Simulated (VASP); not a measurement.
Wanted: the native input for a VASP 6.6.1 run.

```
Task                   : single point
Functional             : PBE
Potentials or basis    : VASP PAW PBE potentials, release 64 (Sr_sv, Cl)
Cutoff                 : 520 eV
k mesh                 : 6 × 6 × 6
Occupations            : fermi-dirac, width 0.02 eV
Spin                   : no spin polarisation
Dipole correction      : no
Further INCAR settings : ALGO = Normal; EDIFF = 1e-07; NBANDS = 19
```

The structure of SrCl2 lies in POSCAR:

```
SrCl2
1.0
    4.4072489055      0.0000000000      0.0000000000
   -2.2036244528      3.8167895130      0.0000000000
    0.0000000000      0.0000000000      5.4779880476
Sr Cl
1 2
Direct
    0.0000000000      0.0000000000      0.0000000000
    0.3333333333      0.6666666667      0.2526730144
    0.6666666667      0.3333333333      0.7473269856
```

This cell differs from its parent crystal: uniaxial z strain -2.1%.

The input as run:

INCAR

```
SYSTEM = SrCl2
  PREC = Accurate
  ENCUT = 520
  EDIFF = 1E-7
  ISMEAR = -1
  SIGMA = 0.02
  LREAL = .False.
  LASPH = .True.
  NELM = 80
  ALGO = Normal
  ISIF = 2
  LWAVE = .False.
  LCHARG = .True.
  GGA = PE
  LELF = .True.
  LVHAR = .True.
  NBANDS = 19
```

KPOINTS

```
Automatic mesh
0
Gamma
  6 6 6
  0 0 0
```

Potentials or basis: VASP PAW PBE potentials, release 64 (Sr_sv, Cl).

Launch:

```bash
$ cat potpaw_PBE.64/Sr_sv/POTCAR potpaw_PBE.64/Cl/POTCAR > POTCAR
$ mpirun -np 1 vasp_std > vasp.out
```

Results of the run:

```yaml
Pressure: 1.6 GPa
Largest_force: 0.018 eV/Å
Band_gap_on_the_k_mesh: 5.13 eV
```

Caveat: the cell differs from its parent crystal (uniaxial z strain -2.1%).

It took 24 s on 1 thread of Intel(R) Xeon(R) 6975P-C (Granite Rapids), on a shared host, peak memory 0.25 GiB.
